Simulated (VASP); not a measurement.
Write the native input for VASP 6.6.1 that does the following.

```
Task                            : G0W0 quasiparticle levels
Functional                      : PBE
Potentials or basis             : VASP PAW PBE potentials, release 64 (Al_GW, P_GW)
Cutoff                          : 500 eV
k mesh                          : 2 × 2 × 2
Occupations                     : gaussian, width 0.01 eV
Spin                            : no spin polarisation
Dipole correction               : no
GW scheme                       : G0W0
GW iterations                   : 1
Cutoff of the response function : 200
Frequency points                : 48
Empty bands                     : 774
Further INCAR settings          : ALGO = EVGW0; EDIFF = 1e-08; NBANDS = 778
```

Crystal: AlP.

```xyz
2
Lattice="0.0000 2.7315 2.7315 2.7315 0.0000 2.7315 2.7315 2.7315 0.0000" Properties=species:S:1:pos:R:3 pbc="T T T"
Al    0.0000    0.0000    0.0000
P     1.3658    1.3658    1.3658
```

These files were run (other wordings do the same):

POSCAR

```
AlP
1.0
    0.0000000000      2.7315000000      2.7315000000
    2.7315000000      0.0000000000      2.7315000000
    2.7315000000      2.7315000000      0.0000000000
Al P
1 1
Direct
    0.0000000000      0.0000000000      0.0000000000
    0.2500000000      0.2500000000      0.2500000000
```

INCAR.step1

```
ALGO = Normal
EDIFF = 1E-8
ENCUT = 500
GGA = PE
ISMEAR = 0
LASPH = T
LCHARG = F
LREAL = F
LWAVE = T
NELM = 60
PREC = Accurate
SIGMA = 0.01
```

INCAR.step2

```
ALGO = Exact
EDIFF = 1E-8
ENCUT = 500
GGA = PE
ISMEAR = 0
ISTART = 1
LASPH = T
LCHARG = F
LOPTICS = T
LREAL = F
LWAVE = T
NBANDS = 778
NELM = 1
PREC = Accurate
SIGMA = 0.01
```

INCAR.step3

```
ALGO = EVGW0
EDIFF = 1E-8
ENCUT = 500
ENCUTGW = 200
GGA = PE
ISMEAR = 0
ISTART = 1
LASPH = T
LCHARG = F
LREAL = F
LWAVE = F
NBANDS = 778
NBANDSGW = 12
NELMGW = 1
NOMEGA = 48
PREC = Accurate
PRECFOCK = Fast
SIGMA = 0.01
```

KPOINTS

```
k-points
0
Gamma
  2 2 2
```

Potentials or basis: VASP PAW PBE potentials, release 64 (Al_GW, P_GW).

Command:

```bash
$ cat potpaw_PBE.64/Al_GW/POTCAR potpaw_PBE.64/P_GW/POTCAR > POTCAR
$ cp INCAR.step1 INCAR
$ mpirun -np 1 vasp_std > vasp.out
$ cp INCAR.step2 INCAR
$ mpirun -np 1 vasp_std > vasp.out
$ cp INCAR.step3 INCAR
$ mpirun -np 1 vasp_std > vasp.out
```

It gave:

```json
{
 "Band gap on the k mesh, mean-field level": "1.38 eV, indirect (least direct gap 3.25 eV)",
 "Quasiparticle gap": "2.08 eV",
 "Least direct quasiparticle gap": "4.20 eV"
}
```

Caveat: the k points lie up to 1.00 Å⁻¹ apart; bands, screening cutoff and mesh are small and nothing is extrapolated, so the quasiparticle values aren't converged.

Run time: 59 s on 1 thread of Intel Xeon 6975P-C, on a shared host, peak memory 0.34 GiB.
